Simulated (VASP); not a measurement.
Ta4Si3Ni10B3, 20 atoms in the cell. The cell holds an amorphous packing of atoms, 20 atoms: a = 6.095 Å, b = 6.186 Å, c = 6.451 Å, α = 91.90°, β = 89.70°, γ = 88.66°. 

```yaml
Program: VASP 6.6.1
Task: single point
Functional: PBE
Potentials_or_basis: VASP PAW PBE potentials, release 64 (Ni, Ta_pv, Si, B)
Cutoff: 520 eV
k_mesh: 4 × 4 × 4
Occupations: fermi-dirac, width 0.2654 eV
Spin: no spin polarisation
Dipole_correction: no
Further_INCAR_settings: LREAL = Auto; ALGO = Normal; EDIFF = 1e-06; NBANDS = 98
```

Potentials or basis: VASP PAW PBE potentials, release 64 (Ni, Ta_pv, Si, B).

Run with:

```sh
$ cat potpaw_PBE.64/Ni/POTCAR potpaw_PBE.64/Ta_pv/POTCAR potpaw_PBE.64/Si/POTCAR potpaw_PBE.64/B/POTCAR > POTCAR
$ mpirun -np 1 vasp_std > vasp.out
```

Hardware: 1 thread of Intel(R) Xeon(R) 6975P-C (Granite Rapids) (shared host).

Problem. How long does it take, and how much memory?

Solution. Run time: 28 min on 1 thread of Intel(R) Xeon(R) 6975P-C (Granite Rapids), with other jobs on the host, peak memory 0.68 GiB. Counts: scf iterations 27, k points 36.
